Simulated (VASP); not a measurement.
Set up this calculation in VASP 6.6.1, as the native input.

```yaml
Task: single point
Functional: PBE
Potentials_or_basis: VASP PAW PBE potentials, release 64 (Mg, O)
Cutoff: 600 eV
k_mesh: 16 × 16 × 16
Occupations: gaussian, width 0.02 eV
Spin: no spin polarisation
Dipole_correction: no
Further_INCAR_settings: ALGO = Normal; EDIFF = 1e-06; NBANDS = 11
```

The structure of MgO (series) lies in POSCAR:

```
MgO
1.0
    0.0000000000      2.1085000000      2.1085000000
    2.1085000000      0.0000000000      2.1085000000
    2.1085000000      2.1085000000      0.0000000000
Mg O
1 1
Direct
    0.0000000000      0.0000000000      0.0000000000
    0.5000000000      0.5000000000      0.5000000000
```

The input as run:

INCAR

```
SYSTEM = MgO
PREC = Accurate
ENCUT = 600
EDIFF = 1E-6
ISMEAR = 0
SIGMA = 0.02
LREAL = .False.
LASPH = .True.
NELM = 120
ALGO = Normal
ISIF = 2
LWAVE = .False.
LCHARG = .False.
GGA = PE
NBANDS = 11
GGA_COMPAT = .False.
```

KPOINTS

```
regular mesh
0
Gamma
  16 16 16
  0 0 0
```

Potentials or basis: VASP PAW PBE potentials, release 64 (Mg, O).

The run is started by

```bash
$ cat potpaw_PBE.64/Mg/POTCAR potpaw_PBE.64/O/POTCAR > POTCAR
$ mpirun -np 1 vasp_std > vasp.out
```

Results of the run:

```yaml
Pressure: 3.1 GPa
Band_gap_on_the_k_mesh: 4.69 eV, direct
```

Run time: 30 s on 1 thread of Intel Xeon 8259CL, on a shared host, peak memory 0.17 GiB.
